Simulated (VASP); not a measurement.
# Sr (P6/mmm) in VASP: further runs, part 2 of 2

VASP 6.6.1. The steps go on from the part before.

### 4 Single point, PBE+D3(BJ)

This run uses another cell than the first one, of the same volume but with other edges.

INCAR reads:

```
PREC = Accurate ; ENCUT = 520
EDIFF = 1E-6 ; ISMEAR = 0
SIGMA = 0.03 ; LREAL = F
LASPH = T ; NELM = 60
ALGO = Normal ; ISIF = 2
LWAVE = F ; LCHARG = F
GGA = PE ; IVDW = 12
NBANDS = 11
```

KPOINTS reads:

```
regular mesh
0
Gamma
  6 6 8
```

POSCAR reads:

```
Sr
1.0
   11.2973022819      0.0000000000      0.0000000000
   -5.6486511409      9.7837507703      0.0000000000
    0.0000000000      0.0000000000      4.1820580779
Sr
1
Direct
    0.0000000000      0.0000000000      0.0000000000
```

Potentials or basis: VASP PAW PBE potentials, release 64 (Sr_sv).

Started as:

```bash
$ cat potpaw_PBE.64/Sr_sv/POTCAR > POTCAR
$ mpirun -np 1 vasp_std > vasp.out
```

OUTCAR:

```text
PREC = Accurate
   ENCUT = 520
   EDIFF = 1E-6
   ISMEAR = 0
   LREAL = F
   LASPH = T
   NELM = 60
   ISIF = 2
   GGA = PE
   IVDW = 12
 IVDW          = 12

 ion  position               nearest neighbor table
   1  0.000  0.000  0.000-

  LATTYP: Found a hexagonal cell.
 ALAT       =    11.2973022819
 C/A-ratio  =     0.3701820110

  Lattice vectors:

 A1 = (  11.2973022819,   0.0000000000,   0.0000000000)
 A2 = (  -5.6486511409,   9.7837507703,   0.0000000000)
 A3 = (   0.0000000000,   0.0000000000,   4.1820580779)

[... 517 lines left out ...]

------------------------ aborting loop because EDIFF is reached ----------------------------------------

 Edisp (eV)   -0.04753

 E8    (eV) :    -0.0269

  FORCE on cell =-STRESS in cart. coord.  units (eV):
  Direction    XX          YY          ZZ          XY          YZ          ZX
  --------------------------------------------------------------------------------------
  -------------------------------------------------------------------------------------
  Total      -0.01703    -0.01703     2.06743    -0.00000     0.00000    -0.00000
  in kB      -0.05903    -0.05903     7.16591    -0.00000     0.00000    -0.00000
  external pressure =        2.35 kB  Pullay stress =        0.00 kB

 VOLUME and BASIS-vectors are now :
 -----------------------------------------------------------------------------
  energy-cutoff  :      520.00
  volume of cell :      462.24
      direct lattice vectors                 reciprocal lattice vectors
    11.297302282  0.000000000  0.000000000     0.088516707  0.051105145  0.000000000
    -5.648651141  9.783750770  0.000000000     0.000000000  0.102210290  0.000000000
     0.000000000  0.000000000  4.182058078     0.000000000  0.000000000  0.239116718

 POSITION                                       TOTAL-FORCE (eV/Angst)
 -----------------------------------------------------------------------------------
      0.00000      0.00000      0.00000         0.000000      0.000000      0.000000
 -----------------------------------------------------------------------------------
    total drift:                               -0.000000     -0.000000      0.000000

  FREE ENERGIE OF THE ION-ELECTRON SYSTEM (eV)
  ---------------------------------------------------
  free  energy   TOTEN  =        -0.2622687420 eV

  energy  without entropy=       -0.2622686978  energy(sigma->0) =       -0.26226872
```

OSZICAR:

```text
N       E                     dE             d eps       ncg     rms          rms(c)
DAV:   1     0.333440615237E+02    0.33344E+02   -0.34589E+03  1114   0.571E+02
DAV:   2     0.274354501801E+01   -0.30601E+02   -0.30315E+02  1025   0.999E+01
DAV:   3     0.544526410678E-01   -0.26891E+01   -0.25718E+01  1252   0.212E+01
DAV:   4    -0.242352672311E+00   -0.29681E+00   -0.29586E+00  1169   0.458E+00
DAV:   5    -0.248785016577E+00   -0.64323E-02   -0.64291E-02  1130   0.679E-01    0.773E+00
DAV:   6    -0.229427062136E+00    0.19358E-01   -0.21737E-02  1095   0.642E-01    0.416E+00
DAV:   7    -0.215343401171E+00    0.14084E-01   -0.40763E-02  1122   0.737E-01    0.194E-01
DAV:   8    -0.214348455509E+00    0.99495E-03   -0.16642E-03  1221   0.140E-01    0.551E-02
DAV:   9    -0.213937433932E+00    0.41102E-03   -0.57825E-04  1217   0.685E-02    0.410E-02
DAV:  10    -0.214174455437E+00   -0.23702E-03   -0.51136E-04  1116   0.650E-02    0.219E-02
DAV:  11    -0.214552241298E+00   -0.37779E-03   -0.11973E-04   815   0.532E-02    0.153E-02
DAV:  12    -0.214695675219E+00   -0.14343E-03   -0.72402E-05   850   0.443E-02    0.405E-03
DAV:  13    -0.214734092828E+00   -0.38418E-04   -0.25858E-05   812   0.257E-02    0.219E-03
DAV:  14    -0.214735841314E+00   -0.17485E-05   -0.36176E-06  1009   0.911E-03    0.159E-03
DAV:  15    -0.214735759243E+00    0.82071E-07   -0.25775E-07  1120   0.239E-03
   1 F= -.26226874E+00 E0= -.26226872E+00  d E =-.441539E-07
```

stdout:

```text
POSCAR found type information on POSCAR Sr
 POSCAR found :  1 types and       1 ions
 scaLAPACK will be used
 LDA part: xc-table for (Slater+PW92), standard interpolation
 POSCAR, INCAR and KPOINTS ok, starting setup
 FFT: planning ... GRIDC
 FFT: planning ... GRID_SOFT
 FFT: planning ... GRID
 WAVECAR not read
 entering main loop
```

It took 77 s on 1 thread of Intel Xeon 6975P-C (Granite Rapids), shared host; peak memory 0.6 GiB.

Results:

* Free energy: -0.2623 eV
* Pressure: 0.2 GPa
* Dispersion energy per atom: -0.048 eV

Stress tensor (GPa, compression positive):
```
-0.01  0.00  0.00
 0.00 -0.01  0.00
 0.00  0.00  0.72
```

Levels at points of the mesh, in eV from the Fermi level:
```csv
k point,band 2,band 3,band 4,band 5,band 6,band 7,band 8,band 9
"(0.00, 0.00, 0.00)",-20.40,-20.40,-20.22,-2.46,0.21,0.24,0.24,0.64
"(0.50, 0.00, 0.00)",-20.40,-20.40,-20.22,-2.45,0.09,0.20,0.27,0.63
"(0.00, 0.00, 0.50)",-20.39,-20.39,-20.34,-0.11,0.12,0.12,0.13,1.33
"(0.50, 0.00, 0.50)",-20.39,-20.39,-20.34,-0.10,0.12,0.12,0.14,1.32
```

### 5 Single point, PBE+D3(BJ)

This run uses another cell than the first one, of the same volume but with other edges.

INCAR reads:

```
PREC = Accurate
ENCUT = 520
EDIFF = 1E-6
ISMEAR = 0
SIGMA = 0.03
LREAL = F
LASPH = T
NELM = 100
ALGO = Normal
ISIF = 2
LWAVE = F
LCHARG = T
GGA = PE
IVDW = 12
LELF = T
LVHAR = T
NBANDS = 11
```

KPOINTS reads:

```
Automatic mesh
0
Gamma
  6 6 8
```

POSCAR reads:

```
Sr
1.0
   10.6440391530      0.0000000000      0.0000000000
   -5.3220195765      9.2180083054      0.0000000000
    0.0000000000      0.0000000000      4.7111467403
Sr
1
Direct
    0.0000000000      0.0000000000      0.0000000000
```

Potentials or basis: VASP PAW PBE potentials, release 64 (Sr_sv).

Started as:

```bash
$ cat potpaw_PBE.64/Sr_sv/POTCAR > POTCAR
$ mpirun -np 1 vasp_std > vasp.out
```

OUTCAR:

```text
PREC = Accurate
   ENCUT = 520
   EDIFF = 1E-6
   ISMEAR = 0
   LREAL = F
   LASPH = T
   NELM = 100
   ISIF = 2
   GGA = PE
   IVDW = 12
 IVDW          = 12

 ion  position               nearest neighbor table
   1  0.000  0.000  0.000-

  LATTYP: Found a hexagonal cell.
 ALAT       =    10.6440391530
 C/A-ratio  =     0.4426089262

  Lattice vectors:

 A1 = (  10.6440391530,   0.0000000000,   0.0000000000)
 A2 = (  -5.3220195765,   9.2180083054,   0.0000000000)
 A3 = (   0.0000000000,   0.0000000000,   4.7111467403)

Analysis of symmetry for initial positions (statically):
=====================================================================
 Subroutine PRICEL returns:
 Original cell was already a primitive cell.

 Routine SETGRP: Setting up the symmetry group for a
 hexagonal supercell.

 Subroutine GETGRP returns: Found 24 space group operations
 (whereof 24 operations were pure point group operations)
 out of a pool of 24 trial point group operations.

The static configuration has the point symmetry D_6h.

Analysis of symmetry for dynamics (positions and initial velocities):
=====================================================================
[... 168 lines left out ...]
      3     -21.9649      2.00000
      4     -21.8500      2.00000
      5      -3.5744      2.00000
      6      -1.0383      0.00000
      7      -0.9573      0.00000
      8      -0.9573      0.00000
      9      -0.6826      0.00000
     10      -0.6826      0.00000
     11       0.3654      0.00000
[... 309 lines left out ...]
 k-point    24 :       0.3333   -0.0000    0.3750
  band No.  band energies     occupation
      1     -40.0044      2.00000
      2     -21.9626      2.00000
      3     -21.9626      2.00000
      4     -21.8769      2.00000
      5      -2.4024      2.00000
      6      -1.0520      0.00000
      7      -1.0289      0.00000
      8      -0.9673      0.00000
      9      -0.3521      0.00000
     10      -0.3298      0.00000
     11       0.2417      0.00000

 [... further k-points ...]

------------------------ aborting loop because EDIFF is reached ----------------------------------------

 Edisp (eV)   -0.10282

 E8    (eV) :    -0.0580

  FORCE on cell =-STRESS in cart. coord.  units (eV):
  Direction    XX          YY          ZZ          XY          YZ          ZX
  --------------------------------------------------------------------------------------
  -------------------------------------------------------------------------------------
  Total      -0.04185    -0.04185    -0.02513     0.00000     0.00000     0.00000
  in kB      -0.14506    -0.14506    -0.08709     0.00000     0.00000     0.00000
  external pressure =       -0.13 kB  Pullay stress =        0.00 kB

 VOLUME and BASIS-vectors are now :
 -----------------------------------------------------------------------------
  energy-cutoff  :      520.00
  volume of cell :      462.24
      direct lattice vectors                 reciprocal lattice vectors
    10.644039153  0.000000000  0.000000000     0.093949297  0.054241652  0.000000000
    -5.322019576  9.218008305  0.000000000     0.000000000  0.108483304  0.000000000
     0.000000000  0.000000000  4.711146740     0.000000000  0.000000000  0.212262546

 POSITION                                       TOTAL-FORCE (eV/Angst)
 -----------------------------------------------------------------------------------
      0.00000      0.00000      0.00000         0.000000      0.000000      0.000000
 -----------------------------------------------------------------------------------
    total drift:                               -0.000000      0.000000      0.000000

  FREE ENERGIE OF THE ION-ELECTRON SYSTEM (eV)
  ---------------------------------------------------
  free  energy   TOTEN  =        -0.3581887200 eV

  energy  without entropy=       -0.3581887200  energy(sigma->0) =       -0.35818872
```

Run time: 98 s. Hardware: 1 thread of Intel Xeon 6975P-C (Granite Rapids), shared host; peak memory 0.62 GiB.

Results:

```yaml
Free_energy: -0.3582 eV
Pressure: 0.0 GPa
Band_gap_on_the_k_mesh: 0.44 eV (least direct gap 0.46 eV)
Dispersion_energy_per_atom: -0.103 eV
```

 A k mesh can miss the band edges.

### 6 Summary

| cell | gap on the mesh (eV) | pressure (GPa) |
| --- | --- | --- |
| a = 11.599, b = 11.599, c = 3.967 Å, angles 90.0, 90.0, 120.0°, 1 atom | none | 0.1 |
| a = 10.340, b = 10.340, c = 4.993 Å, angles 90.0, 90.0, 120.0°, 1 atom | 0.58 | -0.1 |
| a = 11.297, b = 11.297, c = 4.182 Å, angles 90.0, 90.0, 120.0°, 1 atom | - | 0.2 |
| a = 10.644, b = 10.644, c = 4.711 Å, angles 90.0, 90.0, 120.0°, 1 atom | 0.44 | 0.0 |

Alike in all rows: task single point; level PBE+D3(BJ); potentials or basis VASP PAW PBE potentials, release 64 (Sr_sv); no spin polarisation; k mesh 6 × 6 × 8; cutoff (eV) 520; smearing gaussian 0.03 eV.

Absolute energies hang on the potentials; compare differences alone.
